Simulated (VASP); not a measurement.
# Te2Mo (P-3m1) in VASP: single point with PBE

Aim: the single point of Te2Mo with PBE.

Everything below comes from runs of VASP 6.6.1. Logs are shortened: lines on timing, memory, paths and dates and some standing lists are left out, and cuts for length are marked.

**1. The cell of the first run**

It takes space group P-3m1 (No. 164, trigonal). Conventional cell: a = 3.519 Å, b = 3.519 Å, c = 7.214 Å, α = 90.00°, β = 90.00°, γ = 120.00°. Within 3.6 Å of Mo (site symmetry -3m) lie 6 Te at 2.73 Å and 6 Mo at 3.52 Å. Within 3.6 Å of Te (site symmetry 3m) lie 3 Mo at 2.73 Å and 6 Te at 3.52 Å.

**2. Single point, PBE**

The input, INCAR:

```
SYSTEM = Te2Mo
  ALGO = Normal
  EDIFF = 1E-6
  ENCUT = 520
  GGA = PE
  ISIF = 2
  ISMEAR = -1
  LASPH = .True.
  LCHARG = .False.
  LREAL = .False.
  LWAVE = .False.
  NBANDS = 20
  NELM = 60
  PREC = Accurate
  SIGMA = 0.02
```

The input, KPOINTS:

```
k-points
0
Gamma
  12 12 4
  0 0 0
```

The input, POSCAR:

```
Te2Mo
1.0
    3.5194545156      0.0000000000      0.0000000000
   -1.7597272578      3.0479370180      0.0000000000
    0.0000000000      0.0000000000      7.2144528833
Mo Te
1 2
Direct
    0.0000000000      0.0000000000      0.0000000000
    0.3333333333      0.6666666667      0.2534156079
    0.6666666667      0.3333333333      0.7465843921
```

Potentials or basis: VASP PAW PBE potentials, release 64 (Mo_sv, Te).

Run with:

```sh
> cat potpaw_PBE.64/Mo_sv/POTCAR potpaw_PBE.64/Te/POTCAR > POTCAR
> mpirun -np 1 vasp_std > vasp.out
```

OUTCAR:

```text
SYSTEM = Te2Mo
   EDIFF = 1E-6
   ENCUT = 520
   GGA = PE
   ISIF = 2
   ISMEAR = -1
   LASPH = .True.
   LREAL = .False.
   NELM = 60
   PREC = Accurate

 ion  position               nearest neighbor table
   1  0.000  0.000  0.000-   2 2.73   3 2.73   3 2.73   2 2.73   3 2.73   2 2.73
   2  0.333  0.667  0.253-   1 2.73   1 2.73   1 2.73
   3  0.667  0.333  0.747-   1 2.73   1 2.73   1 2.73

  LATTYP: Found a hexagonal cell.
 ALAT       =     3.5194545156
 C/A-ratio  =     2.0498781420

  Lattice vectors:

 A1 = (   3.5194545156,   0.0000000000,   0.0000000000)
 A2 = (  -1.7597272578,   3.0479370180,   0.0000000000)
 A3 = (   0.0000000000,   0.0000000000,   7.2144528833)

Analysis of symmetry for initial positions (statically):
=====================================================================
 Subroutine PRICEL returns:
 Original cell was already a primitive cell.

 Routine SETGRP: Setting up the symmetry group for a
 hexagonal supercell.

 Subroutine GETGRP returns: Found 12 space group operations
 (whereof 12 operations were pure point group operations)
 out of a pool of 24 trial point group operations.

The static configuration has the point symmetry D_3d.

Analysis of symmetry for dynamics (positions and initial velocities):
=====================================================================
 Subroutine PRICEL returns:
 Original cell was already a primitive cell.

 Routine SETGRP: Setting up the symmetry group for a
 hexagonal supercell.

 Subroutine GETGRP returns: Found 12 space group operations
 (whereof 12 operations were pure point group operations)
 out of a pool of 24 trial point group operations.

The dynamic configuration has the point symmetry D_3d.

 Subroutine INISYM returns: Found 12 space group operations
 (whereof 12 operations are pure point group operations),
 and found     1 'primitive' translations

----------------------------------------------------------------------------------------

                                     Primitive cell

  volume of cell :      77.3900

  direct lattice vectors                    reciprocal lattice vectors
[... 71 lines left out ...]
   k-points           NKPTS =     69   k-points in BZ     NKDIM =     69   number of bands    NBANDS=     20
   number of dos      NEDOS =    301   number of ions     NIONS =      3
   total plane-waves  NPLWV =  42336
   dimension x,y,z NGX =    28 NGY =   28 NGZ =   54
   dimension x,y,z NGXF=    56 NGYF=   56 NGZF=  108
   ions per type =               1   2
   NGX,Y,Z   is equivalent  to a cutoff of  13.23, 13.23, 12.44 a.u.
   NGXF,Y,Z  is equivalent  to a cutoff of  26.45, 26.45, 24.89 a.u.
 SYSTEM =  Te2Mo
   PREC   = accura    normal or accurate (medium, high low for compatibility)
   ISTART =      0    job   : 0-new  1-cont  2-samecut
   ICHARG =      2    charge: 1-file 2-atom 10-const
   ISPIN  =      1    spin polarized calculation?
   LNONCOLLINEAR =      F non collinear calculations
   LSORBIT =      F    spin-orbit coupling
   LASPH  =      T    aspherical Exc in radial PAW
   ENCUT  =  520.0 eV  38.22 Ry    6.18 a.u.   6.54  6.54 13.41*2*pi/ulx,y,z
   NELM   =     60;   NELMIN=  2; NELMDL= -5     # of ELM steps
   EDIFF  = 0.1E-05   stopping-criterion for ELM
   LREAL  =      F    real-space projection
   EDIFFG = 0.1E-04   stopping-criterion for IOM
   NSW    =      0    number of steps for IOM
   IBRION =     -1    ionic relax: 0-MD 1-quasi-New 2-CG
   NFREE  =      0    steps in history (QN), initial steepest desc. (CG)
   ISIF   =      2    stress and relaxation
   ISYM   =      2    0-nonsym 1-usesym 2-fastsym
   POTIM  = 0.5000    time-step for ionic-motion
   TEBEG  =    0.0;   TEEND  =   0.0 temperature during run
   PSTRESS=    0.0 pullay stress
   NELECT =      26.0000    total number of electrons
   NUPDOWN=      -1.0000    fix difference up-down
   EMIN   =  10.00;   EMAX   =-10.00  energy-range for DOS
   EFERMI =   0.00;   METHOD = LEGACY
   ISMEAR =    -1;   SIGMA  =   0.02  broadening in eV -4-tet -1-fermi 0-gaus
   EFERMI_NEDOS =   21; number of points for ismear=-14 and -15
   IALGO  =     38    algorithm
   IMIX   =      4    mixing-type and parameters
     AMIX     =   0.40;   BMIX     =  1.00
     AMIX_MAG =   1.60;   BMIX_MAG =  1.00
  volume/ion in A,a.u.               =      25.80       174.08
  Fermi-wavevector in a.u.,A,eV,Ry     =   1.138075  2.150651 17.622478  1.295216
  Thomas-Fermi vector in A             =   2.274780
   LORBIT       =      0    0 simple, 1 ext, 2 COOP (PROOUT), +10 PAW based schemes
   GGA     = PE    functional components
[... 5 lines left out ...]
 non-spin polarized calculation
  energy-cutoff  :      520.00
  volume of cell :       77.39
 maximum number of plane-waves:      2138
 NGX is ok and might be reduce to    28
   NGX = 13   NGY = 13   NGZ = 27

 number of electron      25.9999998 magnetization

 Free energy of the ion-electron system (eV)
  ---------------------------------------------------
  ext. energy  EPLUGINS =         0.00000000
  ---------------------------------------------------
  free energy    TOTEN  =       -17.49659926 eV

  energy without entropy =      -17.49513252  energy(sigma->0) =      -17.49586589

 E-fermi :   8.2950     XC(G=0): -10.2569

 val. band max:        8.2090560962   @ k =   0.3333   0.3333   0.5000
 cond. band min:       8.2991787955   @ k =   0.2500   0.1667   0.5000
 fundamental gap:      0.0901226994
 Fermi energy:         8.2949899709

 k-point     1 :       0.0000    0.0000    0.0000
  band No.  band energies     occupation
      1     -53.0854      2.00000
      2     -27.1963      2.00000
      3     -27.1501      2.00000
      4     -27.1501      2.00000
      5      -5.1539      2.00000
      6      -4.0273      2.00000
[... 541 lines left out ...]
     19      14.8667      0.00000
     20      15.6262      0.00000

 [... further k-points ...]
[... 5 lines left out ...]
  --------------------------------------------------------------------------------------
  -------------------------------------------------------------------------------------
  Total        0.6249820      0.6249820      1.4332362      0.0000000      0.0000000      0.0000000
  in kB       12.9387810     12.9387810     29.6717804      0.0000000      0.0000000      0.0000000
  external PRESSURE =      18.5164475 kB  Pullay stress =       0.0000000 kB

 VOLUME and BASIS-vectors are now :
 -----------------------------------------------------------------------------
  energy-cutoff  :      520.00
  volume of cell :       77.39
      direct lattice vectors                 reciprocal lattice vectors
     3.519454516  0.000000000  0.000000000     0.284134941  0.164045384  0.000000000
    -1.759727258  3.047937018  0.000000000     0.000000000  0.328090769  0.000000000
     0.000000000  0.000000000  7.214452883     0.000000000  0.000000000  0.138610650

 POSITION                                       TOTAL-FORCE (eV/Angst)
 -----------------------------------------------------------------------------------
      0.00000      0.00000      0.00000        -0.000000      0.000000      0.000000
     -0.00000      2.03196      1.82825         0.000000     -0.000000      0.233384
      1.75973      1.01598      5.38620         0.000000      0.000000     -0.233384
 -----------------------------------------------------------------------------------
    total drift:                                0.000000      0.000000     -0.000000

  FREE ENERGIE OF THE ION-ELECTRON SYSTEM (eV)
  ---------------------------------------------------
  free  energy   TOTEN  =       -17.4965992627 eV

  energy  without entropy=      -17.4951325184  energy(sigma->0) =      -17.49586589
```

OSZICAR:

```text
N       E                     dE             d eps       ncg     rms          rms(c)
DAV:   1     0.157395649497E+03    0.15740E+03   -0.12313E+04  2968   0.116E+03
DAV:   2    -0.117023412876E+02   -0.16910E+03   -0.16481E+03  3408   0.276E+02
DAV:   3    -0.180224905910E+02   -0.63201E+01   -0.62343E+01  3420   0.472E+01
DAV:   4    -0.181198032813E+02   -0.97313E-01   -0.97115E-01  3560   0.589E+00
DAV:   5    -0.181209929502E+02   -0.11897E-02   -0.11896E-02  3284   0.608E-01    0.149E+01
DAV:   6    -0.177612695708E+02    0.35972E+00   -0.45103E+00  2928   0.115E+01    0.632E+00
DAV:   7    -0.176345081926E+02    0.12676E+00   -0.33130E+00  2884   0.811E+00    0.408E+00
DAV:   8    -0.174960173198E+02    0.13849E+00   -0.66784E-01  3024   0.417E+00    0.128E+00
DAV:   9    -0.174975235481E+02   -0.15062E-02   -0.37671E-02  3188   0.105E+00    0.478E-01
DAV:  10    -0.174965748249E+02    0.94872E-03   -0.84614E-03  3032   0.606E-01    0.151E-01
DAV:  11    -0.174966228539E+02   -0.48029E-04   -0.29859E-04  3280   0.107E-01    0.614E-02
DAV:  12    -0.174965923031E+02    0.30551E-04   -0.42193E-05  3088   0.451E-02    0.400E-02
DAV:  13    -0.174965992237E+02   -0.69206E-05   -0.18682E-05  2924   0.251E-02    0.820E-03
DAV:  14    -0.174965992627E+02   -0.39013E-07   -0.72429E-07  2132   0.523E-03
   1 F= -.17496599E+02 E0= -.17495866E+02  d E =-.146674E-02
```

Run time: 92 s. Hardware: 1 thread of AMD EPYC 7R43 (Zen 3), shared host; peak memory 0.22 GiB.

Results:

```
Free energy            : -17.4966 eV
Pressure               : 1.9 GPa
Largest force          : 0.233 eV/Å
Band gap on the k mesh : zero (band 13 reaches 8.72 eV, above the bottom of band 14 at 8.16 eV)
```

Forces in eV/Å, atoms in the order of the input:
```
Mo   0.000  0.000  0.000
Te   0.000  0.000  0.233
Te   0.000  0.000 -0.233
```

Stress tensor (GPa, compression positive):
```
1.29 0.00 0.00
0.00 1.29 0.00
0.00 0.00 2.97
```

Levels at points of the mesh, in eV from the Fermi level:
```tsv
k point	band 11	band 12	band 13	band 14	band 15	band 16
(0.00, 0.00, 0.00)	-1.41	-0.86	-0.86	1.31	1.31	3.40
(0.50, 0.00, 0.00)	-2.95	-1.71	-0.92	0.58	0.88	2.31
(0.00, 0.00, 0.50)	-0.86	-0.86	-0.67	1.19	1.19	3.62
(0.50, 0.00, 0.50)	-2.10	-1.95	-0.67	0.58	1.07	2.69
```

Caveat: spin-orbit coupling is left out, which moves the levels of the heavy elements; this functional lacks dispersion, which binds the layers, so the pressure and a relaxed spacing across them are unreliable.
